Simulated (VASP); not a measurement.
# Bi (P6_3/mmc) in VASP: notebook

Bi is run at these levels: PBEsol; tasks: single point.

Program: VASP 6.6.1. These are calculated values, not measurements. Logs are shortened: lines on timing, memory, paths and dates and some standing lists are left out, and cuts for length are marked.

**1. The cell of the first run**

It takes space group P6_3/mmc (No. 194, hexagonal). Conventional cell: a = 4.539 Å, b = 4.539 Å, c = 11.592 Å, α = 90.00°, β = 90.00°, γ = 120.00°.

**2. Single point, PBEsol (zz strain of -2 %)**

INCAR

```
PREC     = Accurate       # precision mode
ENCUT    = 520            # plane-wave cutoff, eV
EDIFF    = 1E-6           # SCF threshold, eV
ISMEAR   = -1             # smearing method
SIGMA    = 0.03           # smearing width, eV
LREAL    = F              # projectors in reciprocal space
LASPH    = T              # aspherical terms in the spheres
NELM     = 60             # most SCF steps
ALGO     = Normal         # electronic algorithm
ISIF     = 2              # what is computed and relaxed
LWAVE    = F              # write WAVECAR
LCHARG   = F              # write CHGCAR
GGA      = PS             # functional
NBANDS   = 22             # bands
```

KPOINTS

```
Automatic mesh
0
Gamma
  9 9 3
```

POSCAR

```
Bi
1.0
    4.5390002997      0.0000000000      0.0000000000
   -2.2695001499      3.9308895674      0.0000000000
    0.0000000000      0.0000000000     11.5924200000
Bi
2
Direct
    0.3333333333      0.6666666667      0.2500000000
    0.6666666667      0.3333333333      0.7500000000
```

Potentials or basis: VASP PAW PBE potentials, release 64 (Bi_d).

Started as:

```bash
$ cat potpaw_PBE.64/Bi_d/POTCAR > POTCAR
$ mpirun -np 1 vasp_std > vasp.out
```

OUTCAR:

```text
PREC = Accurate
   ENCUT = 520
   EDIFF = 1E-6
   ISMEAR = -1
   LREAL = F
   LASPH = T
   NELM = 60
   ISIF = 2
   GGA = PS

 ion  position               nearest neighbor table
   1  0.333  0.667  0.250-
   2  0.667  0.333  0.750-

  LATTYP: Found a hexagonal cell.
 ALAT       =     4.5390002997
 C/A-ratio  =     2.5539588532

  Lattice vectors:

 A1 = (   4.5390002997,   0.0000000000,   0.0000000000)
 A2 = (  -2.2695001499,   3.9308895674,   0.0000000000)
 A3 = (   0.0000000000,   0.0000000000,  11.5924200000)

Analysis of symmetry for initial positions (statically):
=====================================================================
 Subroutine PRICEL returns:
 Original cell was already a primitive cell.

 Routine SETGRP: Setting up the symmetry group for a
 hexagonal supercell.

 Subroutine GETGRP returns: Found 24 space group operations
 (whereof 12 operations were pure point group operations)
 out of a pool of 24 trial point group operations.

The static configuration has the point symmetry D_3d.
 The point group associated with its full space group is D_6h.

Analysis of symmetry for dynamics (positions and initial velocities):
=====================================================================
 Subroutine PRICEL returns:
 Original cell was already a primitive cell.

 Routine SETGRP: Setting up the symmetry group for a
 hexagonal supercell.

 Subroutine GETGRP returns: Found 24 space group operations
 (whereof 12 operations were pure point group operations)
 out of a pool of 24 trial point group operations.

The dynamic configuration has the point symmetry D_3d.
 The point group associated with its full space group is D_6h.

 Subroutine INISYM returns: Found 24 space group operations
 (whereof 12 operations are pure point group operations),
 and found     1 'primitive' translations

----------------------------------------------------------------------------------------

                                     Primitive cell

  volume of cell :     206.8355

  direct lattice vectors                    reciprocal lattice vectors
     4.539000300  0.000000000  0.000000000     0.220312830  0.127197672  0.000000000
    -2.269500150  3.930889567  0.000000000     0.000000000  0.254395343  0.000000000
     0.000000000  0.000000000 11.592420000     0.000000000  0.000000000  0.086263265

  length of vectors
     4.539000300  4.539000300 11.592420000     0.254395343  0.254395343  0.086263265

  position of ions in fractional coordinates (direct lattice)
     0.333333333  0.666666667  0.250000000
     0.666666667  0.333333333  0.750000000

  ion indices of the primitive-cell ions
   primitive index   ion index
                 1           1
                 2           2

----------------------------------------------------------------------------------------

 KPOINTS: Automatic mesh

Automatic generation of k-mesh.
 Grid dimensions read from file:
 generate k-points for:    9    9    3

 Generating k-lattice:

  Cartesian coordinates                     Fractional coordinates (reciprocal lattice)
     0.024479203  0.014133075  0.000000000     0.111111111  0.000000000  0.000000000
     0.000000000  0.028266149  0.000000000     0.000000000  0.111111111  0.000000000
     0.000000000  0.000000000  0.028754422     0.000000000  0.000000000  0.333333333

  Length of vectors
     0.028266149  0.028266149  0.028754422

  Shift w.r.t. Gamma in fractional coordinates (k-lattice)
     0.000000000  0.000000000  0.000000000

 Subroutine IBZKPT returns following result:
 ===========================================

 Found     24 irreducible k-points:

 Following reciprocal coordinates:
            Coordinates               Weight
  0.000000  0.000000  0.000000      1.000000
  0.111111  0.000000  0.000000      6.000000
  0.222222  0.000000  0.000000      6.000000
  0.333333  0.000000  0.000000      6.000000
  0.444444  0.000000  0.000000      6.000000
  0.111111  0.111111  0.000000      6.000000
[... 16 lines left out ...]
  0.333333  0.222222  0.333333     24.000000
  0.333333  0.333333  0.333333      4.000000
   k-points           NKPTS =     24   k-points in BZ     NKDIM =     24   number of bands    NBANDS=     22
   number of dos      NEDOS =    301   number of ions     NIONS =      2
   total plane-waves  NPLWV = 116640
   dimension x,y,z NGX =    36 NGY =   36 NGZ =   90
   dimension x,y,z NGXF=    72 NGYF=   72 NGZF=  180
   ions per type =               2
   NGX,Y,Z   is equivalent  to a cutoff of  13.19, 13.19, 12.91 a.u.
   NGXF,Y,Z  is equivalent  to a cutoff of  26.37, 26.37, 25.81 a.u.
 SYSTEM =  unknown system
   PREC   = accura    normal or accurate (medium, high low for compatibility)
   ISTART =      0    job   : 0-new  1-cont  2-samecut
   ICHARG =      2    charge: 1-file 2-atom 10-const
   ISPIN  =      1    spin polarized calculation?
   LNONCOLLINEAR =      F non collinear calculations
   LSORBIT =      F    spin-orbit coupling
   LASPH  =      T    aspherical Exc in radial PAW
   ENCUT  =  520.0 eV  38.22 Ry    6.18 a.u.   8.44  8.44 21.55*2*pi/ulx,y,z
   NELM   =     60;   NELMIN=  2; NELMDL= -5     # of ELM steps
   EDIFF  = 0.1E-05   stopping-criterion for ELM
   LREAL  =      F    real-space projection
   EDIFFG = 0.1E-04   stopping-criterion for IOM
   NSW    =      0    number of steps for IOM
   IBRION =     -1    ionic relax: 0-MD 1-quasi-New 2-CG
   NFREE  =      0    steps in history (QN), initial steepest desc. (CG)
   ISIF   =      2    stress and relaxation
   ISYM   =      2    0-nonsym 1-usesym 2-fastsym
   POTIM  = 0.5000    time-step for ionic-motion
   TEBEG  =    0.0;   TEEND  =   0.0 temperature during run
   PSTRESS=    0.0 pullay stress
   NELECT =      30.0000    total number of electrons
   NUPDOWN=      -1.0000    fix difference up-down
   EMIN   =  10.00;   EMAX   =-10.00  energy-range for DOS
   EFERMI =   0.00;   METHOD = LEGACY
   ISMEAR =    -1;   SIGMA  =   0.03  broadening in eV -4-tet -1-fermi 0-gaus
   EFERMI_NEDOS =   21; number of points for ismear=-14 and -15
   IALGO  =     38    algorithm
   IMIX   =      4    mixing-type and parameters
     AMIX     =   0.40;   BMIX     =  1.00
     AMIX_MAG =   1.60;   BMIX_MAG =  1.00
  volume/ion in A,a.u.               =     103.42       697.90
  Fermi-wavevector in a.u.,A,eV,Ry     =   0.860149  1.625445 10.066349  0.739856
  Thomas-Fermi vector in A             =   1.977610
   LORBIT       =      0    0 simple, 1 ext, 2 COOP (PROOUT), +10 PAW based schemes
   GGA     = PS    functional components
   LHFCALC =     F    Hartree Fock is set to
   AEXX    =    0.0000 exact exchange contribution
   IVDW    =     0    specifies the selected vdW correction
   LEPSILON=     F    determine dielectric tensor
   LRPA    =     F    only Hartree local field effects (RPA)
 non-spin polarized calculation
  energy-cutoff  :      520.00
  volume of cell :      206.84
 maximum number of plane-waves:      5611
 NGX is ok and might be reduce to    36
   NGX = 17   NGY = 17   NGZ = 43

 number of electron      29.9999993 magnetization

 Free energy of the ion-electron system (eV)
  ---------------------------------------------------
  ext. energy  EPLUGINS =         0.00000000
  ---------------------------------------------------
  free energy    TOTEN  =        -3.39077350 eV

  energy without entropy =       -3.36981377  energy(sigma->0) =       -3.38029364

 E-fermi :  -1.0816     XC(G=0):  -5.5134

 val. band max:       -1.0887264102   @ k =   0.3333   0.1111   0.3333
 cond. band min:      -1.0772532909   @ k =   0.4444   0.0000   0.0000
 fundamental gap:      0.0114731193
 Fermi energy:        -1.0815969596

 k-point     1 :       0.0000    0.0000    0.0000
  band No.  band energies     occupation
      1     -23.8590      2.00000
      2     -23.8590      2.00000
      3     -23.8534      2.00000
      4     -23.8534      2.00000
      5     -23.8534      2.00000
      6     -23.8534      2.00000
[... 14 lines left out ...]
     21       4.6353      0.00000
     22       4.8907      0.00000

 k-point     2 :       0.1111    0.0000    0.0000
  band No.  band energies     occupation
      1     -23.8586      2.00000
      2     -23.8585      2.00000
      3     -23.8537      2.00000
      4     -23.8537      2.00000
      5     -23.8535      2.00000
      6     -23.8535      2.00000
[... 14 lines left out ...]
     21       4.8312      0.00000
     22       5.0429      0.00000

 k-point     3 :       0.2222    0.0000    0.0000
  band No.  band energies     occupation
      1     -23.8576      2.00000
      2     -23.8575      2.00000
      3     -23.8544      2.00000
      4     -23.8544      2.00000
      5     -23.8537      2.00000
      6     -23.8537      2.00000
[... 14 lines left out ...]
     21       4.6891      0.00000
     22       5.2696      0.00000

 k-point     4 :       0.3333    0.0000    0.0000
  band No.  band energies     occupation
      1     -23.8567      2.00000
      2     -23.8566      2.00000
      3     -23.8553      2.00000
      4     -23.8552      2.00000
      5     -23.8539      2.00000
      6     -23.8539      2.00000
[... 14 lines left out ...]
     21       4.4061      0.00000
     22       4.9445      0.00000

 k-point     5 :       0.4444    0.0000    0.0000
  band No.  band energies     occupation
      1     -23.8562      2.00000
      2     -23.8562      2.00000
      3     -23.8558      2.00000
      4     -23.8558      2.00000
      5     -23.8541      2.00000
      6     -23.8541      2.00000
[... 417 lines left out ...]
 k-point    22 :       0.2222    0.2222    0.3333
  band No.  band energies     occupation
      1     -23.8558      2.00000
      2     -23.8558      2.00000
      3     -23.8553      2.00000
      4     -23.8553      2.00000
      5     -23.8543      2.00000
      6     -23.8543      2.00000
[... 14 lines left out ...]
     21       5.4228      0.00000
     22       5.6924      0.00000

 k-point    23 :       0.3333    0.2222    0.3333
  band No.  band energies     occupation
      1     -23.8555      2.00000
      2     -23.8555      2.00000
      3     -23.8552      2.00000
      4     -23.8552      2.00000
      5     -23.8546      2.00000
      6     -23.8546      2.00000
[... 14 lines left out ...]
     21       5.0414      0.00000
     22       5.4760      0.00000

 k-point    24 :       0.3333    0.3333    0.3333
  band No.  band energies     occupation
      1     -23.8552      2.00000
      2     -23.8552      2.00000
      3     -23.8552      2.00000
      4     -23.8551      2.00000
      5     -23.8548      2.00000
      6     -23.8548      2.00000
[... 14 lines left out ...]
     21       4.4577      0.00000
     22       4.9951      0.00000

------------------------ aborting loop because EDIFF is reached ----------------------------------------

  FORCE on cell =-STRESS in cart. coord.  units (eV):
  Direction    XX          YY          ZZ          XY          YZ          ZX
  --------------------------------------------------------------------------------------
  -------------------------------------------------------------------------------------
  Total       -6.7491525     -6.7491525     -0.6542385      0.0000000      0.0000000      0.0000000
  in kB      -52.2798899    -52.2798899     -5.0678241      0.0000000      0.0000000      0.0000000
  external PRESSURE =     -36.5425347 kB  Pullay stress =       0.0000000 kB

 VOLUME and BASIS-vectors are now :
 -----------------------------------------------------------------------------
  energy-cutoff  :      520.00
  volume of cell :      206.84
      direct lattice vectors                 reciprocal lattice vectors
     4.539000300  0.000000000  0.000000000     0.220312830  0.127197672  0.000000000
    -2.269500150  3.930889567  0.000000000     0.000000000  0.254395343  0.000000000
     0.000000000  0.000000000 11.592420000     0.000000000  0.000000000  0.086263265

 POSITION                                       TOTAL-FORCE (eV/Angst)
 -----------------------------------------------------------------------------------
     -0.00000      2.62059      2.89811         0.000000      0.000000      0.000000
      2.26950      1.31030      8.69431        -0.000000     -0.000000      0.000000
 -----------------------------------------------------------------------------------
    total drift:                               -0.000000      0.000000      0.000000

  FREE ENERGIE OF THE ION-ELECTRON SYSTEM (eV)
  ---------------------------------------------------
  free  energy   TOTEN  =        -3.3907735008 eV

  energy  without entropy=       -3.3698137741  energy(sigma->0) =       -3.38029364
```

Wall time 78 s (1 thread of Intel Xeon Platinum 8259CL at 2.50GHz (Skylake/Cascade Lake), shared host); peak memory 0.36 GiB.

What came out:

```yaml
Free_energy: -3.3908 eV
Pressure: -3.7 GPa
Band_gap_on_the_k_mesh: zero (band 15 reaches 0.35 eV, above the bottom of band 16 at -1.79 eV)
```

Caveat: the cell differs from its parent crystal (zz strain of -2 %); the PAW data sets were made with another functional, which shifts forces and pressure a little; spin-orbit coupling is left out, which moves the levels of the heavy elements.

**3. Single point, PBEsol (equal xx and yy strain of -1 %)**

INCAR

```
PREC = Accurate ; ENCUT = 520
EDIFF = 1E-6 ; ISMEAR = -1
SIGMA = 0.03 ; LREAL = F
LASPH = T ; NELM = 60
ALGO = Normal ; ISIF = 2
LWAVE = F ; LCHARG = F
GGA = PS ; NBANDS = 22
```

KPOINTS is that of step 2.

POSCAR

```
Bi
1.0
    4.4936102967      0.0000000000      0.0000000000
   -2.2468051484      3.8915806717      0.0000000000
    0.0000000000      0.0000000000     11.8290000000
Bi
2
Direct
    0.3333333333      0.6666666667      0.2500000000
    0.6666666667      0.3333333333      0.7500000000
```

Potentials or basis: VASP PAW PBE potentials, release 64 (Bi_d).

Started as:

```bash
$ cat potpaw_PBE.64/Bi_d/POTCAR > POTCAR
$ mpirun -np 1 vasp_std > vasp.out
```

It took 76 s on 1 thread of Intel Xeon Platinum 8259CL at 2.50GHz (Skylake/Cascade Lake), shared host; peak memory 0.36 GiB.

It converged, with:

| Property | Result |
| --- | --- |
| Free energy | -3.5163 eV |
| Pressure | -3.7 GPa |
| Band gap on the k mesh | zero (band 15 reaches 0.43 eV, above the bottom of band 16 at -1.82 eV) |

Stress tensor (GPa, compression positive):
```
-5.34  0.00  0.00
 0.00 -5.34  0.00
 0.00  0.00 -0.40
```

Levels at points of the mesh, in eV from the Fermi level:
```tsv
k point	band 11	band 12	band 13	band 14	band 15	band 16	band 17	band 18	band 19	band 20
(0.00, 0.00, 0.00)	-10.35	-10.34	-0.87	-0.37	1.51	1.51	1.52	1.52	3.03	4.59
```

Caveat: the cell differs from its parent crystal (equal xx and yy strain of -1 %); the PAW data sets were made with another functional, which shifts forces and pressure a little; spin-orbit coupling is left out, which moves the levels of the heavy elements.

[end of part 1 of 2]
